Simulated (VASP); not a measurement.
A run of VASP 6.6.1 is set up as follows.

POSCAR

```
Te2Mo
1.0
    3.4207231161      0.0000000000      0.0000000000
   -1.7103615580      2.9624331178      0.0000000000
    0.0000000000      0.0000000000     15.0645680074
Te Mo
4 2
Direct
    0.3333333333      0.6666666667      0.6275864514
    0.6666666667      0.3333333333      0.1275864514
    0.6666666667      0.3333333333      0.3724135486
    0.3333333333      0.6666666667      0.8724135486
    0.3333333333      0.6666666667      0.2500000000
    0.6666666667      0.3333333333      0.7500000000
```

File INCAR.step1:

```
SYSTEM = Te2Mo
ALGO = Normal ; EDIFF = 1E-4
ENCUT = 520 ; GGA = PE
ISMEAR = 0 ; LASPH = .TRUE.
LCHARG = .FALSE. ; LREAL = .FALSE.
LWAVE = .TRUE. ; NBANDS = 35
NELM = 80 ; PREC = Accurate
SIGMA = 0.02
```

INCAR.step2

```
SYSTEM = Te2Mo
ALGO = Normal ; EDIFF = 1E-6
ENCUT = 520 ; ISIF = 2
ISMEAR = 0 ; ISTART = 1
LASPH = .TRUE. ; LCHARG = .TRUE.
LELF = .TRUE. ; LMIXTAU = .TRUE.
LREAL = .FALSE. ; LVHAR = .TRUE.
LWAVE = .FALSE. ; METAGGA = R2SCAN
NBANDS = 35 ; NELM = 80
PREC = Accurate ; SIGMA = 0.02
```

KPOINTS

```
k-points
0
G
  12 12 2
  0 0 0
```

Potentials or basis: VASP PAW PBE potentials, release 64 (Te, Mo_sv).

Launch:

```sh
$ cat potpaw_PBE.64/Te/POTCAR potpaw_PBE.64/Mo_sv/POTCAR > POTCAR
$ cp INCAR.step1 INCAR
$ mpirun -np 1 vasp_std > vasp.out
$ cp INCAR.step2 INCAR
$ mpirun -np 1 vasp_std > vasp.out
```

Q: Predict the largest force.

A: 0.025 eV/Å.

Q: Predict the band gap on the k mesh.

A: 0.94 eV (least direct gap 1.35 eV).

Q: What does it give for the pressure?

A: 4.6 GPa.

Forces on the atoms (eV/Å):
```
Te   0.000  0.000 -0.025
Te   0.000  0.000 -0.025
Te   0.000  0.000  0.025
Te   0.000  0.000  0.025
Mo   0.000  0.000  0.000
Mo   0.000  0.000  0.000
```

Caveat: the stress differs along the axes, from 0 to 7 GPa; the PAW data sets were made with another functional, which shifts forces and pressure a little; spin-orbit coupling is left out, which moves the levels of the heavy elements. A k mesh can miss the band edges.
